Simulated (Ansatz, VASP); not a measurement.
BaTe: VASP beside Ansatz

Contents of INCAR:

```
PREC = Accurate ; ENCUT = 520
EDIFF = 1E-6 ; ISMEAR = 0
SIGMA = 0.05 ; LREAL = F
LASPH = T ; NELM = 100
ALGO = Normal ; ISIF = 2
LWAVE = F ; LCHARG = T
GGA = PE ; LELF = T
LVHAR = T ; NBANDS = 15
```

Contents of KPOINTS:

```
regular mesh
0
Gamma
  8 8 8
```

File POSCAR:

```
BaTe
1.0
    0.0000000000      3.9144414212      3.9144414212
    3.9144414212      0.0000000000      3.9144414212
    3.9144414212      3.9144414212      0.0000000000
Ba Te
1 1
Direct
   -0.0102185716      0.0102185716      0.0102185716
    0.2500000000      0.2500000000      0.2500000000
```

Input for Ansatz:

```yaml
crystal:
  lattice:
    - [0.0, 3.9144414212, 3.9144414212]
    - [3.9144414212, 0.0, 3.9144414212]
    - [3.9144414212, 3.9144414212, 0.0]
  atoms:
    - { symbol: Ba, position: [-0.0102185716, 0.0102185716, 0.0102185716] }
    - { symbol: Te, position: [0.25, 0.25, 0.25] }
basis:
  ecutwfc: 420
  ecutrho_ratio: 4
kpoints:
  mp_grid: { grid: [8, 8, 8] }
hamiltonian:
  xc: pbe
scf:
  occupations: { method: gaussian, width: 0.05 }
output:
  forces: true
  stress: true
  eigenvalues: true
```

Alike in both runs: task single point; functional PBE; k mesh 8 × 8 × 8; occupations gaussian, width 0.05 eV; no spin polarisation.

```csv
,VASP,Ansatz
version,VASP 6.6.1,Ansatz 0.2.0
potentials or method,"VASP PAW PBE potentials, release 64 (Ba_sv, Te), cutoff 520 eV","scalar-relativistic, plane waves, PAW"
valence electrons in the cell,16,26
```

|  | VASP | Ansatz | Ansatz less VASP |
| --- | --- | --- | --- |
| gap on the k mesh at the Fermi level (eV) | 2.56 | 2.55 | -0.010 |
| least direct gap on the mesh (eV) | 2.90 | 2.93 | +0.024 |
| pressure (GPa) | 0.2 | 0.0 | -0.20 |
| traceless stress, the component that is largest in VASP (GPa) | 0.51 | 0.47 | -0.036 |
| rms of the force components (eV/Å) | 0.128 | 0.122 | -0.0067 |

Atom by atom the forces differ by 0.007 eV/Å (rms over components). The functional is the same, so the differences come from potentials, cutoffs and numerics. VASP's potentials hold 16 valence electrons a cell and Ansatz's 26, so a difference there can come from the potentials and not from the codes.

Spin-orbit coupling is off throughout.
